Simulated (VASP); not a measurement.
# AlGa3O6 (P1) in VASP: a series of runs

The runs below take AlGa3O6 through single point, with PBE.

All numbers are computed with VASP 6.6.1; they aren't measurements. Logs are shortened: lines on timing, memory, paths and dates and some standing lists are left out, and cuts for length are marked.

**1. The cell of the first run**

The typed cell holds 10 atoms: a = 3.438 Å, b = 4.191 Å, c = 8.721 Å, α = 90.00°, β = 90.00°, γ = 90.00°.

**2. Single point, PBE, collinear spin, ferromagnetic start**

File INCAR:

```
ALGO = Normal ; EDIFF = 1E-6
ENCUT = 520 ; GGA = PE
ISIF = 2 ; ISMEAR = 0
ISPIN = 2 ; LASPH = T
LCHARG = F ; LORBIT = 11
LREAL = F ; LWAVE = F
MAGMOM = 0 0 0 0 1 1 1 1 1 1 ; NBANDS = 54
NELM = 150 ; PREC = Accurate
SIGMA = 0.1
```

File KPOINTS:

```
k-points
0
Gamma
  6 4 2
```

File POSCAR:

```
AlGa3O6
1.0
    3.4377286600      0.0000000000      0.0000000000
    0.0000000000      4.1912066800      0.0000000000
    0.0000000000      0.0000000000      8.7205791800
Al Ga O
1 3 6
Direct
    0.5227000100      0.4066000000      0.1274000000
    0.5145000200      0.7908999900      0.9348000300
    0.9692999700      0.7198000000      0.2861999900
    0.0218000000      0.5515000200      0.5379999900
    0.5343999900      0.7993000100      0.4099000100
    0.3910999900      0.7243999800      0.0700000000
    0.5174999800      0.2209000000      0.6013000000
    0.0121000000      0.7581999900      0.7507000000
    0.4402000000      0.2133000000      0.9215000300
    0.0078000000      0.1718000000      0.2485000000
```

Potentials or basis: VASP PAW PBE potentials, release 64 (Al, Ga_d, O).

The run is started by

```console
> cat potpaw_PBE.64/Al/POTCAR potpaw_PBE.64/Ga_d/POTCAR potpaw_PBE.64/O/POTCAR > POTCAR
> mpirun -np 1 vasp_std > vasp.out
```

OUTCAR:

```text
EDIFF = 1E-6
   ENCUT = 520
   GGA = PE
   ISIF = 2
   ISMEAR = 0
   ISPIN = 2
   LASPH = T
   LORBIT = 11
   LREAL = F
   NELM = 150
   PREC = Accurate

 ion  position               nearest neighbor table
   1  0.523  0.407  0.127-   6 1.49   9 1.99  10 2.21  10 2.28   2 2.33   3 2.45   3 2.69   2 3.08

   2  0.515  0.791  0.935-   6 1.28   9 1.79   1 2.33   8 2.35   8 2.36   9 2.44   1 3.08
   3  0.969  0.720  0.286-   5 1.87  10 1.93   5 2.25   4 2.31  10 2.32   6 2.38   1 2.45   1 2.69

   4  0.022  0.552  0.538-   8 2.05   7 2.26   5 2.27   7 2.29   3 2.31   5 2.33
   5  0.534  0.799  0.410-   3 1.87   3 2.25   4 2.27   4 2.33
   6  0.391  0.724  0.070-   2 1.28   1 1.49   3 2.38
   7  0.517  0.221  0.601-   4 2.26   4 2.29
   8  0.012  0.758  0.751-   4 2.05   2 2.35   2 2.36
   9  0.440  0.213  0.922-   2 1.79   1 1.99   2 2.44
  10  0.008  0.172  0.248-   3 1.93   1 2.21   1 2.28   3 2.32

  LATTYP: Found a simple orthorhombic cell.
 ALAT       =     3.4377286600
 B/A-ratio  =     1.2191790262
 C/A-ratio  =     2.5367270202

  Lattice vectors:

 A1 = (   3.4377286600,   0.0000000000,   0.0000000000)
 A2 = (   0.0000000000,   4.1912066800,   0.0000000000)
 A3 = (   0.0000000000,   0.0000000000,   8.7205791800)

Analysis of symmetry for initial positions (statically):
=====================================================================
 Subroutine PRICEL returns:
 Original cell was already a primitive cell.

 Routine SETGRP: Setting up the symmetry group for a
 simple orthorhombic supercell.

 Subroutine GETGRP returns: Found  1 space group operations
 (whereof  1 operations were pure point group operations)
 out of a pool of  8 trial point group operations.

The static configuration has the point symmetry C_1 .

Analysis of symmetry for dynamics (positions and initial velocities):
=====================================================================
 Subroutine PRICEL returns:
 Original cell was already a primitive cell.

 Routine SETGRP: Setting up the symmetry group for a
 simple orthorhombic supercell.

 Subroutine GETGRP returns: Found  1 space group operations
 (whereof  1 operations were pure point group operations)
 out of a pool of  8 trial point group operations.

The dynamic configuration has the point symmetry C_1 .

Analysis of structural, dynamic, and magnetic symmetry:
=====================================================================
 Subroutine PRICEL returns:
 Original cell was already a primitive cell.

 Routine SETGRP: Setting up the symmetry group for a
 simple orthorhombic supercell.

 Subroutine GETGRP returns: Found  1 space group operations
[... 173 lines left out ...]
 Fermi energy:         3.4556760307

 spin component 1

 k-point     1 :       0.0000    0.0000    0.0000
  band No.  band energies     occupation
      1     -21.0382      1.00000
      2     -15.8592      1.00000
      3     -15.1294      1.00000
      4     -14.2013      1.00000
      5     -13.6210      1.00000
      6     -13.0216      1.00000
[... 1285 lines left out ...]
     50      12.5411      0.00000
     51      13.1923      0.00000

 [... further k-points ...]

 spin component 2

 k-point     1 :       0.0000    0.0000    0.0000
  band No.  band energies     occupation
      1     -21.0513      1.00000
      2     -15.8291      1.00000
      3     -15.1081      1.00000
      4     -14.1460      1.00000
      5     -12.7740      1.00000
      6     -12.2913      1.00000
[... 1285 lines left out ...]
     50      12.5729      0.00000
     51      13.1860      0.00000

 [... further k-points ...]

 [bands above 51 left out]

------------------------ aborting loop because EDIFF is reached ----------------------------------------

  FORCE on cell =-STRESS in cart. coord.  units (eV):
  Direction    XX          YY          ZZ          XY          YZ          ZX
  --------------------------------------------------------------------------------------
  -------------------------------------------------------------------------------------
  Total       -1.3762834     19.2615581     52.9674136     -0.1352273    -22.0525163    -17.8413435
  in kB      -17.5494071    245.6099713    675.4035626     -1.7243245   -281.1983260   -227.5003845
  external PRESSURE =     301.1547089 kB  Pullay stress =       0.0000000 kB

 VOLUME and BASIS-vectors are now :
 -----------------------------------------------------------------------------
  energy-cutoff  :      520.00
  volume of cell :      125.65
      direct lattice vectors                 reciprocal lattice vectors
     3.437728660  0.000000000  0.000000000     0.290889741  0.000000000  0.000000000
     0.000000000  4.191206680  0.000000000     0.000000000  0.238594771  0.000000000
     0.000000000  0.000000000  8.720579180     0.000000000  0.000000000  0.114671283

 POSITION                                       TOTAL-FORCE (eV/Angst)
 -----------------------------------------------------------------------------------
      1.79690      1.70414      1.11100         1.790045    -14.943292      2.745393
      1.76871      3.31483      8.15200        14.959196     11.393042    -49.177670
      3.33219      3.01683      2.49583         1.160311      2.550372     -0.315686
      0.07494      2.31145      4.69167         0.122636     -1.810449      5.900435
      1.83712      3.35003      3.57457        -1.151038     -1.040104      0.558000
      1.34450      3.03611      0.61044       -17.587317     -2.671571     40.527202
      1.77902      0.92584      5.24368        -0.099839      2.003385     -1.261014
      0.04160      3.17777      6.54654        -0.228066     -0.830136      0.467176
      1.51329      0.89398      8.03601         1.152820      3.017887      2.583229
      0.02681      0.72005      2.16706        -0.118747      2.330867     -2.027065
 -----------------------------------------------------------------------------------
    total drift:                               -0.000642     -0.000302     -0.000498

  FREE ENERGIE OF THE ION-ELECTRON SYSTEM (eV)
  ---------------------------------------------------
  free  energy   TOTEN  =       -40.4079870748 eV

  energy  without entropy=      -40.3896985431  energy(sigma->0) =      -40.39884281

 total charge

# of ion       s       p       d       tot
------------------------------------------
    1        0.400   0.459   0.000   0.859
    2        0.987   1.430  10.706  13.124
    3        0.921   0.716  10.133  11.771
    4        0.790   0.507  10.043  11.339
    5        1.605   3.306   0.000   4.910
    6        1.669   3.968   0.000   5.637
    7        1.609   3.107   0.000   4.715
    8        1.577   3.238   0.000   4.816
    9        1.573   3.413   0.000   4.986
   10        1.586   3.344   0.000   4.929
--------------------------------------------------
tot         12.717  23.487  30.882  67.086

 magnetization (x)

# of ion       s       p       d       tot
------------------------------------------
    1       -0.002  -0.001   0.000  -0.003
    2       -0.003  -0.007  -0.001  -0.012
    3       -0.014  -0.015   0.001  -0.029
    4       -0.023  -0.018   0.002  -0.039
    5        0.002   0.042   0.000   0.043
    6       -0.001  -0.007   0.000  -0.008
    7        0.008   0.641   0.000   0.649
    8        0.004   0.286   0.000   0.290
    9        0.001   0.029   0.000   0.029
   10       -0.002  -0.019   0.000  -0.021
--------------------------------------------------
tot         -0.031   0.930   0.001   0.900
```

OSZICAR:

```text
N       E                     dE             d eps       ncg     rms          rms(c)
DAV:   1     0.101365583389E+04    0.10137E+04   -0.35198E+04  7238   0.231E+03
DAV:   2     0.155019835689E+03   -0.85864E+03   -0.77662E+03  6464   0.694E+02
[... 12 lines left out ...]
DAV:  15    -0.404079069883E+02   -0.20102E-03   -0.13889E-03  6968   0.358E-01    0.906E-02
DAV:  16    -0.404079958117E+02   -0.88823E-04   -0.28303E-04  7426   0.116E-01    0.790E-02
DAV:  17    -0.404079749105E+02    0.20901E-04   -0.12808E-04  8026   0.915E-02    0.269E-02
DAV:  18    -0.404079831140E+02   -0.82035E-05   -0.55163E-05  7640   0.378E-02    0.173E-02
DAV:  19    -0.404079867440E+02   -0.36300E-05   -0.10310E-05  7300   0.200E-02    0.679E-03
DAV:  20    -0.404079870748E+02   -0.33082E-06   -0.20797E-06  4764   0.957E-03
   1 F= -.40407987E+02 E0= -.40398843E+02  d E =-.182885E-01  mag=     1.0889
```

Run time: 9.6 min. Hardware: 1 thread of Intel Xeon Platinum 8259CL at 2.50GHz (Skylake/Cascade Lake), shared host; peak memory 0.44 GiB.

Results:

* Free energy: -40.4080 eV
* Pressure: 30.1 GPa
* Largest force: 52.650 eV/Å
* Net moment: 1.09 μB per cell
* Site moments: Al -0.00; Ga -0.01, -0.03, -0.04; O +0.04, -0.01, +0.65, +0.29, +0.03, -0.02 μB
* Valence electrons inside the program's atomic spheres: Al 0.86; Ga 13.12, 11.77, 11.34; O 4.91, 5.64, 4.71, 4.82, 4.99, 4.93

Forces in eV/Å, atoms in the order of the input:
```
Al    1.790 -14.943   2.745
Ga   14.959  11.393 -49.178
Ga    1.160   2.550  -0.316
Ga    0.123  -1.810   5.900
O    -1.151  -1.040   0.558
O   -17.587  -2.672  40.527
O    -0.100   2.003  -1.261
O    -0.228  -0.830   0.467
O     1.153   3.018   2.583
O    -0.119   2.331  -2.027
```

Caveat: the k points lie up to 0.37 Å⁻¹ apart; atoms lie so close that the PAW spheres overlap strongly, which falsifies energies and pressures; forces of over 1 eV/Å act on the atoms, so gaps and moduli don't describe the material at rest.

**3. Single point, PBE**

This run uses another cell than the first one, of 11.83 Å³/atom.

File INCAR:

```
ALGO = Normal ; EDIFF = 1E-6
ENCUT = 600 ; GGA = PE
GGA_COMPAT = F ; ISIF = 2
ISMEAR = 0 ; LASPH = T
LCHARG = F ; LREAL = F
LWAVE = F ; NBANDS = 50
NELM = 120 ; PREC = Accurate
SIGMA = 0.02
```

File KPOINTS:

```
k-points
0
Gamma
  10 6 4
```

File POSCAR:

```
AlGa3O6
1.0
    3.0539694152      0.0014369749      0.0008283877
    0.5814366977      4.9211234260      0.0026393699
    0.4425479311      1.5065093418      7.8727351001
Al Ga O
1 3 6
Direct
    0.6227234983      0.3322610788      0.1004363428
    0.2858723093      0.9601826542      0.8421445987
    0.2119247851      0.8020026961      0.2829990275
    0.7520795106      0.4813864949      0.6453606942
    0.7161023388      0.6966687663      0.4087909370
    0.3692943005      0.6788769450      0.0792257496
    0.2904606365      0.2743488809      0.6341708912
    0.8178226582      0.7627536813      0.7627723405
    0.7336465246      0.1775569356      0.9201647663
    0.1314733982      0.1906618571      0.2122347024
```

Potentials or basis: VASP PAW PBE potentials, release 64 (Al, Ga_d, O).

The run is started by

```console
> cat potpaw_PBE.64/Al/POTCAR potpaw_PBE.64/Ga_d/POTCAR potpaw_PBE.64/O/POTCAR > POTCAR
> mpirun -np 1 vasp_std > vasp.out
```

Run time: 9 min. Hardware: 1 thread of AMD EPYC 9R45 (Zen 5), shared host; peak memory 0.7 GiB.

It converged, with:

| Property | Result |
| --- | --- |
| Free energy | -62.6874 eV |
| Pressure | 0.1 GPa |
| Largest force | 0.051 eV/Å |
| Band gap on the k mesh | 2.42 eV (least direct gap 2.43 eV) |

Forces on the atoms (eV/Å):
```
Al   0.001  0.005  0.020
Ga  -0.013 -0.017  0.004
Ga  -0.007 -0.005  0.027
Ga  -0.007 -0.004  0.006
O   -0.002  0.002 -0.001
O    0.007 -0.023 -0.016
O    0.005 -0.019 -0.024
O    0.014 -0.016 -0.005
O    0.008  0.036  0.019
O   -0.005  0.041 -0.030
```

Stress tensor (GPa, compression positive):
```
0.22 0.01 0.00
0.01 0.16 0.04
0.00 0.04 0.07
```

Levels at points of the mesh, in eV from the valence-band top:
| k point | band 35 | band 36 | band 37 | band 38 | band 39 | band 40 | band 41 | band 42 | band 43 | band 44 |
| --- | --- | --- | --- | --- | --- | --- | --- | --- | --- | --- |
| (0.00, 0.00, 0.00) | -0.65 | -0.42 | -0.37 | -0.13 | -0.01 | 2.42 | 5.42 | 6.45 | 6.92 | 8.10 |
| (0.50, 0.00, 0.00) | -1.47 | -1.11 | -0.76 | -0.42 | -0.11 | 5.82 | 6.61 | 7.15 | 7.66 | 8.18 |
| (0.00, 0.50, 0.00) | -0.96 | -0.44 | -0.36 | -0.18 | -0.01 | 4.36 | 5.42 | 5.83 | 6.42 | 6.83 |
| (0.50, 0.50, 0.00) | -1.30 | -0.92 | -0.86 | -0.53 | -0.20 | 5.96 | 6.54 | 7.12 | 7.60 | 8.11 |
| (0.00, 0.00, 0.50) | -0.97 | -0.55 | -0.45 | -0.25 | -0.12 | 3.76 | 3.86 | 7.06 | 7.18 | 8.04 |
| (0.50, 0.00, 0.50) | -1.32 | -1.24 | -0.75 | -0.37 | -0.08 | 6.19 | 6.35 | 6.90 | 7.82 | 8.18 |
| (0.00, 0.50, 0.50) | -1.06 | -0.44 | -0.34 | -0.28 | -0.11 | 4.55 | 5.28 | 6.15 | 6.32 | 6.64 |
| (0.50, 0.50, 0.50) | -1.17 | -0.94 | -0.80 | -0.33 | -0.14 | 5.71 | 6.83 | 6.92 | 7.67 | 8.41 |
